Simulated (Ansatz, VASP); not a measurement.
SiO2 in VASP and in Ansatz

INCAR

```
SYSTEM = SiO2
PREC = Accurate
ENCUT = 520
EDIFF = 1E-7
ISMEAR = 0
SIGMA = 0.05
LREAL = .FALSE.
LASPH = .TRUE.
NELM = 100
ALGO = Normal
ISIF = 2
LWAVE = .FALSE.
LCHARG = .FALSE.
GGA = CA
NBANDS = 25
```

KPOINTS

```
Automatic mesh
0
G
  6 6 8
  0 0 0
```

POSCAR

```
SiO2
1.0
    4.1801000000      0.0000000000      0.0000000000
    0.0000000000      4.1801000000      0.0000000000
    0.0000000000      0.0000000000      2.7252000000
Si O
2 4
Direct
    0.5000000000      0.5000000000      0.5000000000
    0.0000000000      0.0000000000      0.0000000000
    0.6944252994      0.6944252994      0.0000000000
    0.1944252994      0.8055747006      0.5000000000
    0.3055747006      0.3055747006      0.0000000000
    0.8055747006      0.1944252994      0.5000000000
```

Input for Ansatz:

```yaml
crystal:
  lattice:
    - [4.1801, 0.0, 0.0]
    - [0.0, 4.1801, 0.0]
    - [0.0, 0.0, 2.7252]
  atoms:
    - { symbol: Si, position: [0.5, 0.5, 0.5] }
    - { symbol: Si, position: [0.0, 0.0, 0.0] }
    - { symbol: O, position: [0.6944252994, 0.6944252994, 0.0] }
    - { symbol: O, position: [0.1944252994, 0.8055747006, 0.5] }
    - { symbol: O, position: [0.3055747006, 0.3055747006, 0.0] }
    - { symbol: O, position: [0.8055747006, 0.1944252994, 0.5] }
basis:
  ecutwfc: 520.0
kpoints:
  mp_grid: { grid: [6, 6, 8] }
hamiltonian:
  xc: lda
  pseudopotentials: { kind: paw, azcp: { folder: soft_1 } }
scf:
  occupations: { method: gaussian, width: 0.05 }
output:
  forces: true
  stress: true
  eigenvalues: true
```

Alike in both runs: task single point; functional LDA; k mesh 6 × 6 × 8; occupations gaussian, width 0.05 eV; no spin polarisation.

|  | VASP | Ansatz |
| --- | --- | --- |
| version | VASP 6.6.1 | Ansatz 0.2.0 |
| potentials or method | VASP PAW LDA potentials, release 64 (Si, O), cutoff 520 eV | scalar-relativistic, plane waves, PAW |
| valence electrons in the cell | 32 | 32 |

```csv
,VASP,Ansatz,Ansatz less VASP
gap on the k mesh at the Fermi level (eV),5.11,5.11,-0.001
least direct gap on the mesh (eV),5.11,5.11,-0.001
pressure (GPa),-10.9,-11.9,-0.99
"traceless stress, the component that is largest in VASP (GPa)",-6.08,-6.62,-0.531
rms of the force components (eV/Å),0.036,0.048,+0.0119
```

Ansatz warns that its potentials were made for another functional, while VASP's fit it. LDA's correlation is that of Perdew and Zunger in VASP and of Perdew and Wang (1992) in Ansatz. Atom by atom the forces differ by 0.012 eV/Å (rms over components).
